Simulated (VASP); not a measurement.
The system is BAs.

```xyz
2
Lattice="0.0000 2.3885 2.3885 2.3885 0.0000 2.3885 2.3885 2.3885 0.0000" Properties=species:S:1:pos:R:3 pbc="T T T"
B     0.0000    0.0000    0.0000
As    1.1943    1.1943    1.1943
```

* Program: VASP 6.6.1
* Task: relaxation of cell and atoms
* Functional: LDA
* Potentials or basis: VASP PAW LDA potentials, release 64 (B, As)
* Cutoff: 600 eV
* k mesh: 8 × 8 × 8
* Occupations: gaussian, width 0.01 eV
* Spin: no spin polarisation

At the start: pressure -3.1 GPa; volume 13.63 Å³/atom.

How do energy, volume and symmetry change on relaxing?

Over 3 steps the energy falls by 2.9 meV/atom and the volume is 13.33 Å³/atom (-2.2 %); space group F-43m (No. 216, to 0.05 Å).

Step by step:
```
step  energy change (eV)  largest force (eV/Å)  pressure (GPa)  volume (Å³)
   1              0.0000                0.0000           -3.09        27.25
   2             -0.0025                0.0000            2.51        26.23
   3             -0.0058                0.0000           -0.01        26.66
```

Final structure:
```xyz
2
Lattice="0.0000 2.3711 2.3711 2.3711 0.0000 2.3711 2.3711 2.3711 0.0000" Properties=species:S:1:pos:R:3 pbc="T T T"
B     0.0000    0.0000    0.0000
As    1.1856    1.1856    1.1856
```
